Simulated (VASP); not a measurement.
A run of VASP 6.6.1:

The input INCAR:

```
SYSTEM = Sn
ALGO = Normal
EDIFF = 1E-7
ENCUT = 520
GGA = PE
ISIF = 2
ISMEAR = -1
LASPH = .TRUE.
LCHARG = .FALSE.
LREAL = .FALSE.
LWAVE = .FALSE.
NBANDS = 21
NELM = 100
PREC = Accurate
SIGMA = 0.03
```

Contents of KPOINTS:

```
k-points
0
G
  9 9 9
  0 0 0
```

POSCAR

```
Sn
1.0
    0.0000000000      3.2670946662      3.2670946662
    3.2670946662      0.0000000000      3.2670946662
    3.2670946662      3.2670946662      0.0000000000
Sn
2
Direct
    0.5000000000      0.5000000000      0.5000000000
    0.7500000000      0.7500000000      0.7500000000
```

Potentials or basis: VASP PAW PBE potentials, release 64 (Sn_d).

Command:

```bash
$ cat potpaw_PBE.64/Sn_d/POTCAR > POTCAR
$ mpirun -np 1 vasp_std > vasp.out
```

Hardware: 1 thread of Intel(R) Xeon(R) Platinum 8259CL CPU @ 2.50GHz (Skylake/Cascade Lake), with other jobs on the host.

How long does it take, and how much memory?

Wall time 46 s on 1 thread of Intel(R) Xeon(R) Platinum 8259CL CPU @ 2.50GHz (Skylake/Cascade Lake), with other jobs on the host, peak memory 0.21 GiB. Counts: scf iterations 13, k points 35.
